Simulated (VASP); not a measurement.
A run of VASP 6.6.1 is set up as follows.

Contents of INCAR:

```
  PREC = Accurate
  ENCUT = 520
  EDIFF = 1E-6
  ISMEAR = -1
  SIGMA = 0.1
  LREAL = False
  LASPH = True
  NELM = 60
  ALGO = Normal
  ISIF = 2
  LWAVE = False
  LCHARG = False
  GGA = PE
  NBANDS = 21
```

The input KPOINTS:

```
regular mesh
0
Gamma
  11 11 6
```

The input POSCAR:

```
Sn
1.0
    3.3772842427      0.0000000000      0.0000000000
   -1.6886421214      2.9248139500      0.0000000000
    0.0000000000      0.0000000000      5.6150199658
Sn
2
Direct
    0.3333333333      0.6666666667      0.2500000000
    0.6666666667      0.3333333333      0.7500000000
```

Potentials or basis: VASP PAW PBE potentials, release 64 (Sn_d).

Run with:

```bash
$ cat potpaw_PBE.64/Sn_d/POTCAR > POTCAR
$ mpirun -np 1 vasp_std > vasp.out
```

Estimate the band gap on the k mesh.

zero (bands 14 and 15 overlap by 7.77 eV).

Predict the pressure.

-0.1 GPa.

Caveat: spin-orbit coupling is left out, which moves the levels of the heavy elements.
